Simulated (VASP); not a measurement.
Wanted: the native input for a VASP 6.6.1 run.

| Item | Value |
| --- | --- |
| Task | single point |
| Functional | PBEsol |
| Potentials or basis | VASP PAW PBE potentials, release 64 (Cu) |
| Cutoff | 520 eV |
| k mesh | 24 × 24 × 6 |
| Occupations | gaussian, width 0.1 eV |
| Spin | no spin polarisation |
| Dipole correction | no |
| Further INCAR settings | ALGO = Fast; EDIFF = 1e-07; NBANDS = 30 |

The structure of Cu lies in POSCAR:

```
Cu
1.0
    2.5481461608      0.0000000000      0.0000000000
   -1.2740730804      2.2067593078      0.0000000000
    0.0000000000      0.0000000000      7.8646683145
Cu
4
Direct
    0.0000000000      0.0000000000      0.0000000000
    0.3333333334      0.6666666666      0.2500000000
    0.0000000000      0.0000000000      0.5000000000
    0.6666666666      0.3333333334      0.7500000000
```

This cell differs from its parent crystal: uniaxial strain along c: -4.5 %.

One way to write it, as run:

INCAR

```
SYSTEM = Cu
  ALGO = Fast
  EDIFF = 1E-7
  ENCUT = 520
  GGA = PS
  ISIF = 2
  ISMEAR = 0
  LASPH = .True.
  LCHARG = .False.
  LREAL = .False.
  LWAVE = .False.
  NBANDS = 30
  NELM = 60
  PREC = Accurate
  SIGMA = 0.1
```

KPOINTS

```
k-points
0
Gamma
  24 24 6
  0 0 0
```

Potentials or basis: VASP PAW PBE potentials, release 64 (Cu).

Command:

```sh
$ cat potpaw_PBE.64/Cu/POTCAR > POTCAR
$ mpirun -np 1 vasp_std > vasp.out
```

Results of the run:

```json
{
 "Pressure": "5.6 GPa",
 "Band gap on the k mesh": "zero (band 22 reaches 11.37 eV, above the bottom of band 23 at 6.39 eV)"
}
```

Caveat: the cell differs from its parent crystal (uniaxial strain along c: -4.5 %); the PAW data sets were made with another functional, which shifts forces and pressure a little.

It took 6.6 min on 1 thread of Intel(R) Xeon(R) Platinum 8259CL CPU @ 2.50GHz (Skylake/Cascade Lake), on a shared host, peak memory 0.34 GiB.
